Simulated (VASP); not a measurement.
# TePb (Fm-3m) in VASP: further runs

TePb is run at these levels: PBEsol; tasks: single point.

Everything below comes from runs of VASP 6.6.1. Logs are shortened: lines on timing, memory, paths and dates and some standing lists are left out, and cuts for length are marked.

### 1 The cell of the first run

Symmetry: Fm-3m, No. 225, cubic system. The conventional cell has a = 6.011 Å, b = 6.011 Å, c = 6.011 Å, α = 90.00°, β = 90.00°, γ = 90.00°. Within 4.0 Å of Te (site symmetry m-3m) lie 6 Pb at 3.01 Å. Pb (site symmetry m-3m) has 6 Te at 3.01 Å within 4.0 Å.

### 2 Single point, PBEsol

INCAR

```
  PREC = Accurate
  ENCUT = 520
  EDIFF = 1E-6
  ISMEAR = 0
  SIGMA = 0.01
  LREAL = F
  LASPH = T
  NELM = 100
  ALGO = Normal
  ISIF = 2
  LWAVE = F
  LCHARG = F
  GGA = PS
  NBANDS = 17
```

KPOINTS

```
Automatic mesh
0
Gamma
  8 8 8
```

POSCAR

```
TePb
1.0
    0.0000000000      3.0054331323      3.0054331323
    3.0054331323      0.0000000000      3.0054331323
    3.0054331323      3.0054331323      0.0000000000
Te Pb
1 1
Direct
    0.5000000000      0.5000000000      0.5000000000
    0.0000000000      0.0000000000      0.0000000000
```

Potentials or basis: VASP PAW PBE potentials, release 64 (Te, Pb_d).

Launch:

```sh
cat potpaw_PBE.64/Te/POTCAR potpaw_PBE.64/Pb_d/POTCAR > POTCAR
mpirun -np 1 vasp_std > vasp.out
```

OUTCAR:

```text
PREC = Accurate
   ENCUT = 520
   EDIFF = 1E-6
   ISMEAR = 0
   LREAL = F
   LASPH = T
   NELM = 100
   ISIF = 2
   GGA = PS

 ion  position               nearest neighbor table
   1  0.500  0.500  0.500-   2 3.01   2 3.01   2 3.01   2 3.01   2 3.01   2 3.01
   2  0.000  0.000  0.000-   1 3.01   1 3.01   1 3.01   1 3.01   1 3.01   1 3.01

  LATTYP: Found a face centered cubic cell.
 ALAT       =     6.0108662646

  Lattice vectors:

 A1 = (   0.0000000000,   3.0054331323,   3.0054331323)
 A2 = (   3.0054331323,   0.0000000000,   3.0054331323)
 A3 = (   3.0054331323,   3.0054331323,   0.0000000000)

Analysis of symmetry for initial positions (statically):
=====================================================================
 Subroutine PRICEL returns:
 Original cell was already a primitive cell.

 Routine SETGRP: Setting up the symmetry group for a
 face centered cubic supercell.

 Subroutine GETGRP returns: Found 48 space group operations
 (whereof 48 operations were pure point group operations)
 out of a pool of 48 trial point group operations.

The static configuration has the point symmetry O_h .

Analysis of symmetry for dynamics (positions and initial velocities):
=====================================================================
 Subroutine PRICEL returns:
 Original cell was already a primitive cell.

 Routine SETGRP: Setting up the symmetry group for a
 face centered cubic supercell.

 Subroutine GETGRP returns: Found 48 space group operations
 (whereof 48 operations were pure point group operations)
 out of a pool of 48 trial point group operations.

The dynamic configuration has the point symmetry O_h .

 Subroutine INISYM returns: Found 48 space group operations
 (whereof 48 operations are pure point group operations),
 and found     1 'primitive' translations

----------------------------------------------------------------------------------------

                                     Primitive cell

  volume of cell :      54.2939

  direct lattice vectors                    reciprocal lattice vectors
     0.000000000  3.005433132  3.005433132    -0.166365372  0.166365372  0.166365372
     3.005433132  0.000000000  3.005433132     0.166365372 -0.166365372  0.166365372
     3.005433132  3.005433132  0.000000000     0.166365372  0.166365372 -0.166365372

  length of vectors
     4.250324297  4.250324297  4.250324297     0.288153276  0.288153276  0.288153276

  position of ions in fractional coordinates (direct lattice)
     0.500000000  0.500000000  0.500000000
     0.000000000  0.000000000  0.000000000

  ion indices of the primitive-cell ions
   primitive index   ion index
                 1           1
                 2           2

----------------------------------------------------------------------------------------

 KPOINTS: Automatic mesh

Automatic generation of k-mesh.
 Grid dimensions read from file:
 generate k-points for:    8    8    8

 Generating k-lattice:

  Cartesian coordinates                     Fractional coordinates (reciprocal lattice)
    -0.020795671  0.020795671  0.020795671     0.125000000  0.000000000  0.000000000
     0.020795671 -0.020795671  0.020795671     0.000000000  0.125000000  0.000000000
     0.020795671  0.020795671 -0.020795671     0.000000000  0.000000000  0.125000000

  Length of vectors
     0.036019160  0.036019160  0.036019160

  Shift w.r.t. Gamma in fractional coordinates (k-lattice)
     0.000000000  0.000000000  0.000000000

 Subroutine IBZKPT returns following result:
 ===========================================

 Found     29 irreducible k-points:

 Following reciprocal coordinates:
            Coordinates               Weight
  0.000000  0.000000  0.000000      1.000000
  0.125000  0.000000  0.000000      8.000000
  0.250000  0.000000  0.000000      8.000000
  0.375000  0.000000  0.000000      8.000000
  0.500000  0.000000  0.000000      4.000000
  0.125000  0.125000  0.000000      6.000000
[... 16 lines left out ...]
  0.500000  0.250000  0.125000     48.000000
 -0.375000  0.250000  0.125000     24.000000
 [... further k-points ...]
   k-points           NKPTS =     29   k-points in BZ     NKDIM =     29   number of bands    NBANDS=     17
   number of dos      NEDOS =    301   number of ions     NIONS =      2
   total plane-waves  NPLWV =  32768
   dimension x,y,z NGX =    32 NGY =   32 NGZ =   32
   dimension x,y,z NGXF=    64 NGYF=   64 NGZF=   64
   ions per type =               1   1
   NGX,Y,Z   is equivalent  to a cutoff of  12.52, 12.52, 12.52 a.u.
   NGXF,Y,Z  is equivalent  to a cutoff of  25.03, 25.03, 25.03 a.u.
 SYSTEM =  unknown system
   PREC   = accura    normal or accurate (medium, high low for compatibility)
   ISTART =      0    job   : 0-new  1-cont  2-samecut
   ICHARG =      2    charge: 1-file 2-atom 10-const
   ISPIN  =      1    spin polarized calculation?
   LNONCOLLINEAR =      F non collinear calculations
   LSORBIT =      F    spin-orbit coupling
   LASPH  =      T    aspherical Exc in radial PAW
   ENCUT  =  520.0 eV  38.22 Ry    6.18 a.u.   7.90  7.90  7.90*2*pi/ulx,y,z
   NELM   =    100;   NELMIN=  2; NELMDL= -5     # of ELM steps
   EDIFF  = 0.1E-05   stopping-criterion for ELM
   LREAL  =      F    real-space projection
   EDIFFG = 0.1E-04   stopping-criterion for IOM
   NSW    =      0    number of steps for IOM
   IBRION =     -1    ionic relax: 0-MD 1-quasi-New 2-CG
   NFREE  =      0    steps in history (QN), initial steepest desc. (CG)
   ISIF   =      2    stress and relaxation
   ISYM   =      2    0-nonsym 1-usesym 2-fastsym
   POTIM  = 0.5000    time-step for ionic-motion
   TEBEG  =    0.0;   TEEND  =   0.0 temperature during run
   PSTRESS=    0.0 pullay stress
   NELECT =      20.0000    total number of electrons
   NUPDOWN=      -1.0000    fix difference up-down
   EMIN   =  10.00;   EMAX   =-10.00  energy-range for DOS
   EFERMI =   0.00;   METHOD = LEGACY
   ISMEAR =     0;   SIGMA  =   0.01  broadening in eV -4-tet -1-fermi 0-gaus
   EFERMI_NEDOS =   21; number of points for ismear=-14 and -15
   IALGO  =     38    algorithm
   IMIX   =      4    mixing-type and parameters
     AMIX     =   0.40;   BMIX     =  1.00
     AMIX_MAG =   1.60;   BMIX_MAG =  1.00
  volume/ion in A,a.u.               =      27.15       183.20
  Fermi-wavevector in a.u.,A,eV,Ry     =   1.173549  2.217685 18.738167  1.377216
  Thomas-Fermi vector in A             =   2.309960
   LORBIT       =      0    0 simple, 1 ext, 2 COOP (PROOUT), +10 PAW based schemes
   GGA     = PS    functional components
   LHFCALC =     F    Hartree Fock is set to
   AEXX    =    0.0000 exact exchange contribution
   IVDW    =     0    specifies the selected vdW correction
   LEPSILON=     F    determine dielectric tensor
   LRPA    =     F    only Hartree local field effects (RPA)
 non-spin polarized calculation
 Gauss-broadening in eV      SIGMA  =   0.01
  energy-cutoff  :      520.00
  volume of cell :       54.29
 maximum number of plane-waves:      1476
   NGX = 15   NGY = 15   NGZ = 15

 number of electron      20.0000002 magnetization

 Free energy of the ion-electron system (eV)
  ---------------------------------------------------
  ext. energy  EPLUGINS =         0.00000000
  ---------------------------------------------------
  free energy    TOTEN  =        -7.77014761 eV

  energy without entropy =       -7.77014757  energy(sigma->0) =       -7.77014759

 E-fermi :   8.7569     XC(G=0): -10.4748

 val. band max:        8.7289743657   @ k =   0.5000   0.0000   0.0000
 cond. band min:       8.7849104350   @ k =   0.5000   0.0000   0.0000
 fundamental gap:      0.0559360693
 Fermi energy:         8.7569423328

 k-point     1 :       0.0000    0.0000    0.0000
  band No.  band energies     occupation
      1      -8.5777      2.00000
      2      -8.5777      2.00000
      3      -8.5448      2.00000
      4      -8.5448      2.00000
      5      -8.5448      2.00000
      6      -5.5178      2.00000
[... 9 lines left out ...]
     16      13.8077      0.00000
     17      14.8816      0.00000

 k-point     2 :       0.1250    0.0000    0.0000
  band No.  band energies     occupation
      1      -8.5832      2.00000
      2      -8.5832      2.00000
      3      -8.5446      2.00000
      4      -8.5397      2.00000
      5      -8.5397      2.00000
      6      -5.3392      2.00000
[... 9 lines left out ...]
     16      14.1663      0.00000
     17      16.3854      0.00000

 k-point     3 :       0.2500    0.0000    0.0000
  band No.  band energies     occupation
      1      -8.5985      2.00000
      2      -8.5985      2.00000
      3      -8.5448      2.00000
      4      -8.5253      2.00000
      5      -8.5253      2.00000
      6      -4.8154      2.00000
[... 9 lines left out ...]
     16      15.0798      0.00000
     17      18.9842      0.00000

 k-point     4 :       0.3750    0.0000    0.0000
  band No.  band energies     occupation
      1      -8.6146      2.00000
      2      -8.6146      2.00000
      3      -8.5457      2.00000
      4      -8.5099      2.00000
      5      -8.5099      2.00000
      6      -4.0185      2.00000
[... 9 lines left out ...]
     16      16.4634      0.00000
     17      20.2707      0.00000

 k-point     5 :       0.5000    0.0000    0.0000
  band No.  band energies     occupation
      1      -8.6214      2.00000
      2      -8.6214      2.00000
      3      -8.5464      2.00000
      4      -8.5034      2.00000
      5      -8.5034      2.00000
      6      -3.4236      2.00000
[... 9 lines left out ...]
     16      17.7081      0.00000
     17      18.3899      0.00000

 k-point     6 :       0.1250    0.1250    0.0000
  band No.  band energies     occupation
      1      -8.5970      2.00000
      2      -8.5738      2.00000
      3      -8.5487      2.00000
      4      -8.5364      2.00000
      5      -8.5364      2.00000
      6      -5.2771      2.00000
[... 9 lines left out ...]
     16      14.8684      0.00000
     17      16.4754      0.00000

 k-point     7 :       0.2500    0.1250    0.0000
  band No.  band energies     occupation
      1      -8.6195      2.00000
      2      -8.5785      2.00000
      3      -8.5496      2.00000
      4      -8.5271      2.00000
      5      -8.5230      2.00000
      6      -4.8623      2.00000
[... 9 lines left out ...]
     16      15.7969      0.00000
     17      18.0675      0.00000

 k-point     8 :       0.3750    0.1250    0.0000
  band No.  band energies     occupation
      1      -8.6379      2.00000
      2      -8.5947      2.00000
      3      -8.5460      2.00000
      4      -8.5176      2.00000
      5      -8.5073      2.00000
      6      -4.1438      2.00000
[... 9 lines left out ...]
     16      17.0953      0.00000
     17      19.7103      0.00000
[... 203 lines left out ...]
      1      -8.7503      2.00000
      2      -8.5650      2.00000
      3      -8.5601      2.00000
      4      -8.4889      2.00000
      5      -8.4855      2.00000
      6      -2.9731      2.00000
[... 9 lines left out ...]
     16      18.8848      0.00000
     17      19.7536      0.00000

 k-point    20 :      -0.3750    0.3750    0.0000
  band No.  band energies     occupation
      1      -8.7242      2.00000
      2      -8.5788      2.00000
      3      -8.5503      2.00000
      4      -8.5002      2.00000
      5      -8.4899      2.00000
      6      -2.7185      2.00000
[... 9 lines left out ...]
     16      17.9976      0.00000
     17      19.9562      0.00000

 k-point    21 :       0.5000    0.5000    0.0000
  band No.  band energies     occupation
      1      -8.7727      2.00000
      2      -8.5719      2.00000
      3      -8.5507      2.00000
      4      -8.4810      2.00000
      5      -8.4810      2.00000
      6      -2.8466      2.00000
[... 9 lines left out ...]
     16      19.7013      0.00000
     17      20.1239      0.00000

 k-point    22 :       0.3750    0.2500    0.1250
  band No.  band energies     occupation
      1      -8.6464      2.00000
      2      -8.5830      2.00000
      3      -8.5496      2.00000
      4      -8.5154      2.00000
      5      -8.5138      2.00000
      6      -4.3430      2.00000
[... 9 lines left out ...]
     16      17.5329      0.00000
     17      17.6942      0.00000

 k-point    23 :       0.5000    0.2500    0.1250
  band No.  band energies     occupation
      1      -8.6640      2.00000
      2      -8.5963      2.00000
      3      -8.5418      2.00000
      4      -8.5140      2.00000
      5      -8.5019      2.00000
      6      -3.5810      2.00000
[... 9 lines left out ...]
     16      17.6431      0.00000
     17      19.0625      0.00000

 k-point    24 :      -0.3750    0.2500    0.1250
  band No.  band energies     occupation
      1      -8.6695      2.00000
      2      -8.6035      2.00000
      3      -8.5346      2.00000
      4      -8.5180      2.00000
      5      -8.4964      2.00000
      6      -3.0493      2.00000
[... 9 lines left out ...]
     16      18.4847      0.00000
     17      18.8188      0.00000

 [... further k-points ...]

------------------------ aborting loop because EDIFF is reached ----------------------------------------

  FORCE on cell =-STRESS in cart. coord.  units (eV):
  Direction    XX          YY          ZZ          XY          YZ          ZX
  --------------------------------------------------------------------------------------
  -------------------------------------------------------------------------------------
  Total        5.0783296      5.0783296      5.0783296      0.0000000      0.0000000     -0.0000000
  in kB      149.8581139    149.8581139    149.8581139      0.0000000      0.0000000     -0.0000000
  external PRESSURE =     149.8581139 kB  Pullay stress =       0.0000000 kB

 VOLUME and BASIS-vectors are now :
 -----------------------------------------------------------------------------
  energy-cutoff  :      520.00
  volume of cell :       54.29
      direct lattice vectors                 reciprocal lattice vectors
     0.000000000  3.005433132  3.005433132    -0.166365372  0.166365372  0.166365372
     3.005433132  0.000000000  3.005433132     0.166365372 -0.166365372  0.166365372
     3.005433132  3.005433132  0.000000000     0.166365372  0.166365372 -0.166365372

 POSITION                                       TOTAL-FORCE (eV/Angst)
 -----------------------------------------------------------------------------------
      3.00543      3.00543      3.00543         0.000000     -0.000000      0.000000
      0.00000      0.00000      0.00000        -0.000000      0.000000     -0.000000
 -----------------------------------------------------------------------------------
    total drift:                                0.000000     -0.000000     -0.000000

  FREE ENERGIE OF THE ION-ELECTRON SYSTEM (eV)
  ---------------------------------------------------
  free  energy   TOTEN  =        -7.7701476074 eV

  energy  without entropy=       -7.7701475721  energy(sigma->0) =       -7.77014759
```

Wall time 21 s (1 thread of Intel Xeon 8259CL, shared host); peak memory 0.19 GiB.

Results:

```yaml
Free_energy: -7.7701 eV
Pressure: 15.0 GPa
Band_gap_on_the_k_mesh: 0.06 eV
```

Levels at points of the mesh, in eV from the valence-band top:
```
           k point  band 7  band 8  band 9  band 10  band 11  band 12  band 13  band 14
(0.00, 0.00, 0.00)   -5.09   -2.38   -2.38    -2.38     4.10     4.10     4.10     5.08
(0.50, 0.00, 0.00)  -10.18   -1.71   -1.71     0.00     0.06     0.46     0.46     8.44
(0.50, 0.50, 0.00)   -7.87   -6.57   -4.34    -4.34     2.04     6.15     6.15     7.85
```

Caveat: the cell stands under pressure; the PAW data sets were made with another functional, which shifts forces and pressure a little; spin-orbit coupling is left out, which moves the levels of the heavy elements.

### 3 Single point, PBEsol

This run uses another cell than the first one, of 28.60 Å³/atom.

INCAR

```
SYSTEM = TePb
  ALGO = Normal
  EDIFF = 1E-6
  ENCUT = 520
  GGA = PS
  ISIF = 2
  ISMEAR = 0
  LASPH = .TRUE.
  LCHARG = .FALSE.
  LREAL = .FALSE.
  LWAVE = .FALSE.
  NBANDS = 17
  NELM = 80
  PREC = Accurate
  SIGMA = 0.01
```

KPOINTS

```
k-points
0
G
  8 8 8
  0 0 0
```

POSCAR

```
TePb
1.0
    0.0000000000      3.0582736681      3.0582736681
    3.0582736681      0.0000000000      3.0582736681
    3.0582736681      3.0582736681      0.0000000000
Te Pb
1 1
Direct
    0.5000000000      0.5000000000      0.5000000000
    0.0000000000      0.0000000000      0.0000000000
```

Potentials or basis: VASP PAW PBE potentials, release 64 (Te, Pb_d).

Launch:

```sh
cat potpaw_PBE.64/Te/POTCAR potpaw_PBE.64/Pb_d/POTCAR > POTCAR
mpirun -np 1 vasp_std > vasp.out
```

Run time: 27 s. Hardware: 1 thread of Intel Xeon 8259CL, shared host; peak memory 0.19 GiB.

Results (log left out):

| Quantity | Value |
| --- | --- |
| Free energy | -7.9964 eV |
| Pressure | 10.0 GPa |
| Band gap on the k mesh | 0.23 eV |

Levels at points of the mesh, in eV from the valence-band top:
```tsv
k point	band 6	band 7	band 8	band 9	band 10	band 11	band 12	band 13	band 14	band 15
(0.00, 0.00, 0.00)	-13.65	-5.22	-2.10	-2.10	-2.10	4.12	4.12	4.12	5.27	5.27
(0.50, 0.00, 0.00)	-11.73	-9.73	-1.49	-1.49	0.00	0.23	0.69	0.69	8.41	9.07
(0.50, 0.50, 0.00)	-11.25	-7.70	-6.03	-3.93	-3.93	2.36	5.99	5.99	7.58	10.45
```

Caveat: the cell stands under pressure; the PAW data sets were made with another functional, which shifts forces and pressure a little; spin-orbit coupling is left out, which moves the levels of the heavy elements.

### 4 Single point, PBEsol

This run uses another cell than the first one, of 29.70 Å³/atom.

INCAR

```
SYSTEM = TePb
PREC     = Accurate       ! precision mode
ENCUT    = 520            ! plane-wave cutoff, eV
EDIFF    = 1E-6           ! SCF threshold, eV
ISMEAR   = 0              ! smearing method
SIGMA    = 0.01           ! smearing width, eV
LREAL    = .False.        ! projectors in reciprocal space
LASPH    = .True.         ! aspherical terms in the spheres
NELM     = 80             ! most SCF steps
ALGO     = Normal         ! electronic algorithm
ISIF     = 2              ! what is computed and relaxed
LWAVE    = .False.        ! write WAVECAR
LCHARG   = .True.         ! write CHGCAR
GGA      = PS             ! functional
LELF     = .True.         ! ELF
LVHAR    = .True.       
NBANDS   = 17             ! bands
```

KPOINTS

```
Automatic mesh
0
Gamma
  8 8 8
  0 0 0
```

POSCAR

```
TePb
1.0
    0.0000000000      3.0967088584      3.0967088584
    3.0967088584      0.0000000000      3.0967088584
    3.0967088584      3.0967088584      0.0000000000
Te Pb
1 1
Direct
    0.5000000000      0.5000000000      0.5000000000
    0.0000000000      0.0000000000      0.0000000000
```

Launch:

```sh
cat potpaw_PBE.64/Te/POTCAR potpaw_PBE.64/Pb_d/POTCAR > POTCAR
mpirun -np 1 vasp_std > vasp.out
```

Run time: 47 s. Hardware: 1 thread of Intel Xeon 8259CL, shared host; peak memory 0.21 GiB.

Results (log left out):

```
Free energy            : -8.1119 eV
Pressure               : 6.9 GPa
Band gap on the k mesh : 0.35 eV
```

Levels at points of the mesh, in eV from the valence-band top:
| k point | band 7 | band 8 | band 9 | band 10 | band 11 | band 12 | band 13 | band 14 |
| --- | --- | --- | --- | --- | --- | --- | --- | --- |
| (0.00, 0.00, 0.00) | -5.32 | -1.91 | -1.91 | -1.91 | 4.12 | 4.12 | 4.12 | 5.39 |
| (0.50, 0.00, 0.00) | -9.44 | -1.34 | -1.34 | 0.00 | 0.35 | 0.83 | 0.83 | 8.39 |
| (0.50, 0.50, 0.00) | -7.60 | -5.66 | -3.65 | -3.65 | 2.57 | 5.88 | 5.88 | 7.38 |

Caveat: the cell stands under pressure; the PAW data sets were made with another functional, which shifts forces and pressure a little; spin-orbit coupling is left out, which moves the levels of the heavy elements. A k mesh can miss the band edges.

### 5 The runs side by side

```tsv
cell	gap on the mesh (eV)	pressure (GPa)
a = 4.250 Å, angles 60.0°, 2 atoms	0.06	15.0
a = 4.325 Å, angles 60.0°, 2 atoms	0.23	10.0
a = 4.379 Å, angles 60.0°, 2 atoms	0.35	6.9
```

Alike in all rows: task single point; level PBEsol; potentials or basis VASP PAW PBE potentials, release 64 (Te, Pb_d); no spin polarisation; k mesh 8 × 8 × 8; cutoff (eV) 520; smearing gaussian 0.01 eV.

Caveats: the cell stands under pressure; the PAW data sets were made with another functional, which shifts forces and pressure a little; spin-orbit coupling is left out, which moves the levels of the heavy elements.

Total energies depend on the potentials used, so only differences within one code and one set of settings carry meaning.
